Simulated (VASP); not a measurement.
# MnSi4C (P4/mmm) in VASP: further runs

Runs on MnSi4C. Level: PBE. Tasks: single point, relaxation of cell and atoms.

Program: VASP 6.6.1. These are calculated values, not measurements. Logs are shortened: lines on timing, memory, paths and dates and some standing lists are left out, and cuts for length are marked.

## Step 1: The cell of the first run

Symmetry: P4/mmm, No. 123, tetragonal system. Conventional cell: a = 3.860 Å, b = 3.860 Å, c = 4.955 Å, α = 90.00°, β = 90.00°, γ = 90.00°. Within 3.0 Å of Mn (site symmetry 4/mmm) lie 8 Si at 2.31 Å. Si (site symmetry 2mm) has 2 C at 2.28 Å and 2 Mn at 2.31 Å and 6 Si at 2.43 to 2.73 Å within 3.0 Å. C (site symmetry 4/mmm) has 8 Si at 2.28 Å within 3.0 Å.

The cell was generated, and may not be a known phase.

## Step 2: Single point, PBE, collinear spin, ferromagnetic start

File INCAR:

```
SYSTEM = MnSi4C
PREC = Accurate
ENCUT = 520
EDIFF = 1E-6
ISMEAR = 0
SIGMA = 0.1
LREAL = .FALSE.
LASPH = .TRUE.
NELM = 150
ALGO = Normal
ISIF = 2
LWAVE = .FALSE.
LCHARG = .FALSE.
ISPIN = 2
MAGMOM = 4 0 0 0 0 0
LORBIT = 11
LMAXMIX = 4
GGA = PE
NBANDS = 30
```

File KPOINTS:

```
Automatic mesh
0
G
  6 6 4
  0 0 0
```

File POSCAR:

```
MnSi4C
1.0
    3.8599388508      0.0000000000      0.0000000000
    0.0000000000      3.8599388508      0.0000000000
    0.0000000000      0.0000000000      4.9547166835
Mn Si C
1 4 1
Direct
    0.5000000000      0.5000000000      0.5000000000
    0.0000000000      0.5000000000      0.7543586427
    0.5000000000      0.0000000000      0.7543586427
    0.0000000000      0.5000000000      0.2456413573
    0.5000000000      0.0000000000      0.2456413573
    0.0000000000      0.0000000000      0.0000000000
```

Potentials or basis: VASP PAW PBE potentials, release 64 (Mn_pv, Si, C).

On the command line:

```bash
$ cat potpaw_PBE.64/Mn_pv/POTCAR potpaw_PBE.64/Si/POTCAR potpaw_PBE.64/C/POTCAR > POTCAR
$ mpirun -np 1 vasp_std > vasp.out
```

OUTCAR:

```text
SYSTEM = MnSi4C
   PREC = Accurate
   ENCUT = 520
   EDIFF = 1E-6
   ISMEAR = 0
   LREAL = .FALSE.
   LASPH = .TRUE.
   NELM = 150
   ISIF = 2
   ISPIN = 2
   LORBIT = 11
   GGA = PE

 ion  position               nearest neighbor table
   1  0.500  0.500  0.500-   2 2.31   3 2.31   4 2.31   5 2.31   3 2.31   5 2.31   2 2.31   4 2.31

   2  0.000  0.500  0.754-   6 2.28   6 2.28   1 2.31   1 2.31   4 2.43   4 2.52   3 2.73   3 2.73
                             3 2.73   3 2.73
   3  0.500  0.000  0.754-   6 2.28   6 2.28   1 2.31   1 2.31   5 2.43   5 2.52   2 2.73   2 2.73
                             2 2.73   2 2.73
   4  0.000  0.500  0.246-   6 2.28   6 2.28   1 2.31   1 2.31   2 2.43   2 2.52   5 2.73   5 2.73
                             5 2.73   5 2.73
   5  0.500  0.000  0.246-   6 2.28   6 2.28   1 2.31   1 2.31   3 2.43   3 2.52   4 2.73   4 2.73
                             4 2.73   4 2.73
   6  0.000  0.000  0.000-   2 2.28   3 2.28   4 2.28   5 2.28   2 2.28   4 2.28   3 2.28   5 2.28

  LATTYP: Found a simple tetragonal cell.
 ALAT       =     3.8599388508
 C/A-ratio  =     1.2836256933

  Lattice vectors:

 A1 = (   3.8599388508,   0.0000000000,   0.0000000000)
 A2 = (   0.0000000000,   3.8599388508,   0.0000000000)
 A3 = (   0.0000000000,   0.0000000000,   4.9547166835)

Analysis of symmetry for initial positions (statically):
=====================================================================
 Subroutine PRICEL returns:
 Original cell was already a primitive cell.

 Routine SETGRP: Setting up the symmetry group for a
 simple tetragonal supercell.

 Subroutine GETGRP returns: Found 16 space group operations
 (whereof 16 operations were pure point group operations)
 out of a pool of 16 trial point group operations.

The static configuration has the point symmetry D_4h.

Analysis of symmetry for dynamics (positions and initial velocities):
=====================================================================
 Subroutine PRICEL returns:
 Original cell was already a primitive cell.

 Routine SETGRP: Setting up the symmetry group for a
 simple tetragonal supercell.

 Subroutine GETGRP returns: Found 16 space group operations
 (whereof 16 operations were pure point group operations)
 out of a pool of 16 trial point group operations.

The dynamic configuration has the point symmetry D_4h.

Analysis of structural, dynamic, and magnetic symmetry:
=====================================================================
 Subroutine PRICEL returns:
 Original cell was already a primitive cell.

 Routine SETGRP: Setting up the symmetry group for a
 simple tetragonal supercell.

 Subroutine GETGRP returns: Found 16 space group operations
 (whereof 16 operations were pure point group operations)
 out of a pool of 16 trial point group operations.

The overall configuration has the point symmetry D_4h.

 Subroutine INISYM returns: Found 16 space group operations
 (whereof 16 operations are pure point group operations),
 and found     1 'primitive' translations

----------------------------------------------------------------------------------------

                                     Primitive cell

  volume of cell :      73.8210

  direct lattice vectors                    reciprocal lattice vectors
     3.859938851  0.000000000  0.000000000     0.259071462  0.000000000  0.000000000
     0.000000000  3.859938851  0.000000000     0.000000000  0.259071462  0.000000000
     0.000000000  0.000000000  4.954716684     0.000000000  0.000000000  0.201827887

  length of vectors
     3.859938851  3.859938851  4.954716684     0.259071462  0.259071462  0.201827887

  position of ions in fractional coordinates (direct lattice)
     0.500000000  0.500000000  0.500000000
     0.000000000  0.500000000  0.754358643
     0.500000000  0.000000000  0.754358643
     0.000000000  0.500000000  0.245641357
     0.500000000  0.000000000  0.245641357
     0.000000000  0.000000000  0.000000000

  ion indices of the primitive-cell ions
   primitive index   ion index
                 1           1
                 2           2
                 3           3
[... 55 lines left out ...]
  0.500000  0.000000  0.500000      2.000000
 [... further k-points ...]
   k-points           NKPTS =     30   k-points in BZ     NKDIM =     30   number of bands    NBANDS=     30
   number of dos      NEDOS =    301   number of ions     NIONS =      6
   total plane-waves  NPLWV =  36000
   dimension x,y,z NGX =    30 NGY =   30 NGZ =   40
   dimension x,y,z NGXF=    60 NGYF=   60 NGZF=   80
   ions per type =               1   4   1
   NGX,Y,Z   is equivalent  to a cutoff of  12.92, 12.92, 13.42 a.u.
   NGXF,Y,Z  is equivalent  to a cutoff of  25.84, 25.84, 26.84 a.u.
 SYSTEM =  MnSi4C
   PREC   = accura    normal or accurate (medium, high low for compatibility)
   ISTART =      0    job   : 0-new  1-cont  2-samecut
   ICHARG =      2    charge: 1-file 2-atom 10-const
   ISPIN  =      2    spin polarized calculation?
   LNONCOLLINEAR =      F non collinear calculations
   LSORBIT =      F    spin-orbit coupling
   LASPH  =      T    aspherical Exc in radial PAW
   ENCUT  =  520.0 eV  38.22 Ry    6.18 a.u.   7.18  7.18  9.21*2*pi/ulx,y,z
   NELM   =    150;   NELMIN=  2; NELMDL= -5     # of ELM steps
   EDIFF  = 0.1E-05   stopping-criterion for ELM
   LREAL  =      F    real-space projection
   EDIFFG = 0.1E-04   stopping-criterion for IOM
   NSW    =      0    number of steps for IOM
   IBRION =     -1    ionic relax: 0-MD 1-quasi-New 2-CG
   NFREE  =      0    steps in history (QN), initial steepest desc. (CG)
   ISIF   =      2    stress and relaxation
   ISYM   =      2    0-nonsym 1-usesym 2-fastsym
   POTIM  = 0.5000    time-step for ionic-motion
   TEBEG  =    0.0;   TEEND  =   0.0 temperature during run
   PSTRESS=    0.0 pullay stress
   NELECT =      33.0000    total number of electrons
   NUPDOWN=      -1.0000    fix difference up-down
   EMIN   =  10.00;   EMAX   =-10.00  energy-range for DOS
   EFERMI =   0.00;   METHOD = LEGACY
   ISMEAR =     0;   SIGMA  =   0.10  broadening in eV -4-tet -1-fermi 0-gaus
   EFERMI_NEDOS =   21; number of points for ismear=-14 and -15
   IALGO  =     38    algorithm
   IMIX   =      4    mixing-type and parameters
     AMIX     =   0.40;   BMIX     =  1.00
     AMIX_MAG =   1.60;   BMIX_MAG =  1.00
  volume/ion in A,a.u.               =      12.30        83.03
  Fermi-wavevector in a.u.,A,eV,Ry     =   1.251756  2.365475 21.318865  1.566892
  Thomas-Fermi vector in A             =   2.385688
   LORBIT       =     11    0 simple, 1 ext, 2 COOP (PROOUT), +10 PAW based schemes
   GGA     = PE    functional components
   LHFCALC =     F    Hartree Fock is set to
   AEXX    =    0.0000 exact exchange contribution
   IVDW    =     0    specifies the selected vdW correction
   LEPSILON=     F    determine dielectric tensor
   LRPA    =     F    only Hartree local field effects (RPA)
 spin polarized calculation
 Gauss-broadening in eV      SIGMA  =   0.10
  energy-cutoff  :      520.00
  volume of cell :       73.82
 maximum number of plane-waves:      2008
 NGX is ok and might be reduce to    30
   NGX = 15   NGY = 15   NGZ = 19

 number of electron      32.9999993 magnetization      -0.0000072

 number of electron      32.9999993 magnetization       0.0001997

 Free energy of the ion-electron system (eV)
  ---------------------------------------------------
  ext. energy  EPLUGINS =         0.00000000
  ---------------------------------------------------
  free energy    TOTEN  =       -38.27400108 eV

  energy without entropy =      -38.26077771  energy(sigma->0) =      -38.26738939

 E-fermi :   9.5832     XC(G=0): -11.6582

 val. band max:        9.5531725738   @ k =   0.0000   0.0000   0.5000
 cond. band min:       9.5944339509   @ k =   0.3333   0.1667   0.2500
 fundamental gap:      0.0412613770
 Fermi energy:         9.5832213387

 spin component 1

 k-point     1 :       0.0000    0.0000    0.0000
  band No.  band energies     occupation
      1     -37.6502      1.00000
      2     -37.5484      1.00000
      3     -37.5484      1.00000
      4      -5.1305      1.00000
      5       0.8296      1.00000
      6       0.9888      1.00000
[... 733 lines left out ...]
     27      16.4213      0.00000
     28      17.3823      0.00000

 [... further k-points ...]

 spin component 2

 k-point     1 :       0.0000    0.0000    0.0000
  band No.  band energies     occupation
      1     -37.6501      1.00000
      2     -37.5484      1.00000
      3     -37.5484      1.00000
      4      -5.1304      1.00000
      5       0.8297      1.00000
      6       0.9888      1.00000
[... 733 lines left out ...]
     27      16.4213      0.00000
     28      17.3824      0.00000

 [... further k-points ...]

 [bands above 28 left out]

------------------------ aborting loop because EDIFF is reached ----------------------------------------

  FORCE on cell =-STRESS in cart. coord.  units (eV):
  Direction    XX          YY          ZZ          XY          YZ          ZX
  --------------------------------------------------------------------------------------
  -------------------------------------------------------------------------------------
  Total       -0.0251963     -0.0251963     -0.0432413      0.0000000      0.0000000     -0.0000000
  in kB       -0.5468483     -0.5468483     -0.9384899      0.0000000      0.0000000     -0.0000000
  external PRESSURE =      -0.6773955 kB  Pullay stress =       0.0000000 kB

 VOLUME and BASIS-vectors are now :
 -----------------------------------------------------------------------------
  energy-cutoff  :      520.00
  volume of cell :       73.82
      direct lattice vectors                 reciprocal lattice vectors
     3.859938851  0.000000000  0.000000000     0.259071462  0.000000000  0.000000000
     0.000000000  3.859938851  0.000000000     0.000000000  0.259071462  0.000000000
     0.000000000  0.000000000  4.954716684     0.000000000  0.000000000  0.201827887

 POSITION                                       TOTAL-FORCE (eV/Angst)
 -----------------------------------------------------------------------------------
      1.92997      1.92997      2.47736        -0.000000      0.000000      0.000000
      0.00000      1.92997      3.73763         0.000000      0.000000      0.011860
      1.92997      0.00000      3.73763        -0.000000      0.000000      0.011860
      0.00000      1.92997      1.21708        -0.000000      0.000000     -0.011860
      1.92997      0.00000      1.21708        -0.000000     -0.000000     -0.011860
      0.00000      0.00000      0.00000        -0.000000      0.000000      0.000000
 -----------------------------------------------------------------------------------
    total drift:                                0.000000      0.000000      0.000000

  FREE ENERGIE OF THE ION-ELECTRON SYSTEM (eV)
  ---------------------------------------------------
  free  energy   TOTEN  =       -38.2740010795 eV

  energy  without entropy=      -38.2607777098  energy(sigma->0) =      -38.26738939

 total charge

# of ion       s       p       d       tot
------------------------------------------
    1        0.399   6.500   5.491  12.390
    2        0.759   0.829   0.000   1.588
    3        0.759   0.829   0.000   1.588
    4        0.759   0.829   0.000   1.588
    5        0.759   0.829   0.000   1.588
    6        0.907   1.339   0.000   2.246
--------------------------------------------------
tot          4.343  11.154   5.491  20.988

 magnetization (x)

# of ion       s       p       d       tot
------------------------------------------
    1       -0.000   0.000   0.000   0.000
    2        0.000  -0.000   0.000   0.000
    3        0.000  -0.000   0.000   0.000
    4        0.000  -0.000   0.000   0.000
    5        0.000  -0.000   0.000   0.000
    6        0.000   0.000   0.000   0.000
--------------------------------------------------
tot          0.000   0.000   0.000   0.000
```

Run time: 3.7 min. Hardware: 1 thread of Intel Xeon 8259CL, shared host; peak memory 0.27 GiB.

What came out:

- Free energy: -38.2740 eV
- Pressure: -0.1 GPa
- Largest force: 0.012 eV/Å
- Net moment: 0.00 μB per cell
- Valence electrons inside the program's atomic spheres: Mn 12.39; Si 1.59; C 2.25

Forces on the atoms (eV/Å):
```
Mn   0.000  0.000  0.000
Si   0.000  0.000  0.012
Si   0.000  0.000  0.012
Si   0.000  0.000 -0.012
Si   0.000  0.000 -0.012
C    0.000  0.000  0.000
```

Caveat: the moments typed at the start vanished in this run.

## Step 3: Relaxation of cell and atoms, PBE

File INCAR:

```
PREC = Accurate
ENCUT = 600
EDIFF = 1E-7
ISMEAR = 0
SIGMA = 0.1
LREAL = F
LASPH = T
NELM = 60
ALGO = Normal
ISIF = 3
LWAVE = F
LCHARG = F
GGA = PE
IBRION = 2
NSW = 100
EDIFFG = -0.01
```

File KPOINTS:

```
Automatic mesh
0
Gamma
  10 10 8
```

POSCAR is that of step 2.

Potentials or basis: VASP PAW PBE potentials, release 64 (Mn_pv, Si, C).

On the command line:

```bash
$ cat potpaw_PBE.64/Mn_pv/POTCAR potpaw_PBE.64/Si/POTCAR potpaw_PBE.64/C/POTCAR > POTCAR
$ mpirun -np 1 vasp_std > vasp.out
```

Wall time 17 min (1 thread of Intel Xeon 8259CL, shared host); peak memory 0.34 GiB.

The run converged. Its results:

```yaml
Free_energy: -38.2664 eV
Relaxed_volume: 12.28 Å³/atom
Relaxed_cell: a = 3.835 Å, b = 3.835 Å, c = 5.008 Å, α = 90.00°, β = 90.00°, γ = 90.00°
Space_group_after_relaxing_to_0.1_Å: P4/mmm (No. 123)
Energy_gained_by_relaxing: 3.2 meV/atom
Ionic_steps: 7
Pressure_after_relaxing: 0.0 GPa
Band_gap_on_the_k_mesh: zero (an odd number of electrons rules out a gap without spin polarisation)
```

The path:
| step | energy change (eV) | largest force (eV/Å) | pressure (GPa) | volume (Å³) |
| --- | --- | --- | --- | --- |
| 1 | 0.0000 | 0.3243 | -0.31 | 73.82 |
| 2 | -0.0180 | 0.0285 | 0.30 | 73.57 |
| 3 | -0.0185 | 0.0393 | 0.46 | 73.51 |
| 4 | -0.0185 | 0.0316 | 0.44 | 73.52 |
| 5 | -0.0190 | 0.0021 | -0.43 | 73.87 |
| 6 | -0.0192 | 0.0121 | -0.14 | 73.75 |
| 7 | -0.0193 | 0.0001 | 0.01 | 73.68 |

Final structure:
```yaml
crystal:
  lattice:
    - [3.83545, 0.00000, 0.00000]
    - [0.00000, 3.83545, 0.00000]
    - [0.00000, 0.00000, 5.00837]
  atoms:
    - { symbol: Mn, position: [0.50000, 0.50000, 0.50000] }
    - { symbol: Si, position: [0.00000, 0.50000, 0.75079] }
    - { symbol: Si, position: [0.50000, 0.00000, 0.75079] }
    - { symbol: Si, position: [0.00000, 0.50000, 0.24921] }
    - { symbol: Si, position: [0.50000, 0.00000, 0.24921] }
    - { symbol: C, position: [0.00000, 0.00000, 0.00000] }
```

Levels at points of the mesh, in eV from the Fermi level:
| k point | band 13 | band 14 | band 15 | band 16 | band 17 | band 18 | band 19 | band 20 |
| --- | --- | --- | --- | --- | --- | --- | --- | --- |
| (0.00, 0.00, 0.00) | -2.64 | -0.66 | 0.01 | 0.24 | 0.24 | 0.55 | 1.36 | 2.91 |
| (0.50, 0.00, 0.00) | -2.30 | -1.41 | -1.40 | -0.99 | -0.71 | 2.06 | 2.70 | 3.30 |
| (0.50, 0.50, 0.00) | -3.72 | -2.62 | -1.13 | -0.73 | 1.57 | 1.57 | 2.22 | 2.81 |
| (0.00, 0.00, 0.50) | -2.42 | -1.44 | -1.44 | -1.25 | -0.62 | -0.16 | 2.93 | 4.09 |
| (0.50, 0.00, 0.50) | -2.27 | -1.21 | -1.14 | -0.79 | -0.17 | 2.82 | 2.84 | 3.05 |
| (0.50, 0.50, 0.50) | -2.06 | -1.12 | -0.90 | -0.39 | 2.14 | 2.44 | 2.44 | 3.72 |

Caveat: the run has no spin polarisation, though such a crystal can be magnetic. Spin polarisation is off, so any magnetic state and its effect on volume and gap are missing.

The gap in the log of VASP goes by the Fermi energy; the results here count the filled bands.